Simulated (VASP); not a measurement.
Crystal: P.

```
P
1.0
    -0.01064   -0.02500    2.47543
     4.94249    0.01323   -0.02128
     0.01323    4.80272   -0.05000
P
4
Direct
  0.98543 0.01370 0.00433
  0.01437 0.97416 0.48913
  0.00823 0.50981 0.98914
  0.99197 0.50233 0.51740
```

```yaml
Program: VASP 6.6.1
Task: relaxation of cell and atoms
Functional: PBE
Potentials_or_basis: VASP PAW PBE potentials, release 64 (P)
Cutoff: 600 eV
k_mesh: 8 × 4 × 4
Occupations: gaussian, width 0.2 eV
Spin: no spin polarisation
```

At the start: pressure 1.1 GPa; volume 14.69 Å³/atom.

Task: Where does the relaxation end?

Result: Over 17 steps the energy falls by 23.3 meV/atom and the volume is 14.66 Å³/atom (-0.2 %); space group P1 (No. 1, to 0.1 Å) before, P4/mmm (No. 123, to 0.1 Å).

Step by step:
```
step  energy change (eV)  largest force (eV/Å)  pressure (GPa)  volume (Å³)
   1              0.0000                0.5240            1.06        58.75
   2             -0.0528                0.2897           -1.39        59.56
   3             -0.0533                0.2702           -1.57        59.64
   4             -0.0694                0.2457            0.30        58.57
   5             -0.0709                0.2388            1.13        58.14
   6             -0.0833                0.1628            0.64        58.26
   7             -0.0864                0.1238            0.31        58.35
   8             -0.0884                0.0966           -0.28        58.64
   9             -0.0885                0.0872           -0.50        58.75
  10             -0.0901                0.0672           -0.21        58.62
  11             -0.0909                0.0575            0.18        58.47
  12             -0.0918                0.0522            0.13        58.52
  13             -0.0919                0.0490            0.11        58.54
  14             -0.0924                0.0464           -0.07        58.66
  15             -0.0924                0.0459           -0.17        58.72
  16             -0.0929                0.0343           -0.04        58.69
  17             -0.0930                0.0215            0.09        58.66
```

Final structure:
```
P
1.0
    -0.00040    0.00207    2.45274
     4.87775   -0.00054   -0.00076
    -0.00087    4.90309    0.00579
P
4
Direct
  0.99965 0.98985 0.99996
  0.00020 0.99081 0.50006
  0.00039 0.50931 0.99740
  0.99976 0.51004 0.50259
```
